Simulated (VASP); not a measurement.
Write the native input for VASP 6.6.1 that does the following.

- Task: single point
- Functional: PBE
- Potentials or basis: VASP PAW PBE potentials, release 64 (Ge_d)
- Cutoff: 520 eV
- k mesh: 8 × 8 × 8
- Occupations: fermi-dirac, width 0.02 eV
- Spin: no spin polarisation
- Dipole correction: no
- Further INCAR settings: ALGO = Normal; EDIFF = 1e-07; NBANDS = 21

The structure of Ge lies in POSCAR:

```
Ge
1.0
    0.0258048436      2.8343096205      2.8343096205
    2.8343096205      0.0258048436      2.8343096205
    2.8343096205      2.8343096205      0.0258048436
Ge
2
Direct
    0.0005671999      0.0005671999      0.0005671999
    0.2494328001      0.2494328001      0.2494328001
```

This cell differs from its parent crystal: epitaxial 111 strain -1.0%.

One way to write it, as run:

INCAR

```
SYSTEM = Ge
PREC     = Accurate       ! precision mode
ENCUT    = 520            ! plane-wave cutoff, eV
EDIFF    = 1E-7           ! SCF threshold, eV
ISMEAR   = -1             ! smearing method
SIGMA    = 0.02           ! smearing width, eV
LREAL    = .FALSE.        ! projectors in reciprocal space
LASPH    = .TRUE.         ! aspherical terms in the spheres
NELM     = 100            ! most SCF steps
ALGO     = Normal         ! electronic algorithm
ISIF     = 2              ! what is computed and relaxed
LWAVE    = .FALSE.        ! write WAVECAR
LCHARG   = .TRUE.         ! write CHGCAR
GGA      = PE             ! functional
LELF     = .TRUE.         ! ELF
LVHAR    = .TRUE.       
NBANDS   = 21             ! bands
```

KPOINTS

```
Automatic mesh
0
G
  8 8 8
  0 0 0
```

Potentials or basis: VASP PAW PBE potentials, release 64 (Ge_d).

The run is started by

```sh
$ cat potpaw_PBE.64/Ge_d/POTCAR > POTCAR
$ mpirun -np 1 vasp_std > vasp.out
```

Results of the run:

The pressure is 4.2 GPa. The largest force is 0.014 eV/Å and the band gap on the k mesh is 0.06 eV, direct.

Caveat: the cell differs from its parent crystal (epitaxial 111 strain -1.0%).

Wall time 27 s on 1 thread of Intel(R) Xeon(R) 6975P-C (Granite Rapids) (shared host), peak memory 0.19 GiB.
